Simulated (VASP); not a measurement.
A run of VASP 6.6.1:

Contents of INCAR:

```
SYSTEM = Sb
ALGO = Normal
EDIFF = 1E-6
ENCUT = 500
GGA = PS
GGA_COMPAT = .FALSE.
ISIF = 2
ISMEAR = -1
LASPH = .TRUE.
LCHARG = .FALSE.
LREAL = .FALSE.
LWAVE = .FALSE.
NBANDS = 12
NELM = 120
PREC = Accurate
SIGMA = 0.05
```

KPOINTS

```
k-points
0
G
  9 6 6
  0 0 0
```

POSCAR

```
Sb
1.0
    3.1224020000      0.0312240200      0.0000000000
    0.0434751800      4.3475180000      0.0000000000
   -0.0389150000     -0.0003891500      4.4058520000
Sb
2
Direct
    0.0113890000      0.2500000000      0.2411660000
    0.9886110000      0.7500000000      0.7588340000
```

Potentials or basis: VASP PAW PBE potentials, release 64 (Sb).

Command:

```bash
$ cat potpaw_PBE.64/Sb/POTCAR > POTCAR
$ mpirun -np 1 vasp_std > vasp.out
```

Hardware: 1 thread of AMD EPYC 7R13 (shared host).

Question: Estimate the wall time of this run.

Answer: It took 85 s on 1 thread of AMD EPYC 7R13, with other jobs on the host, peak memory 0.2 GiB. Counts: scf iterations 10, k points 164.
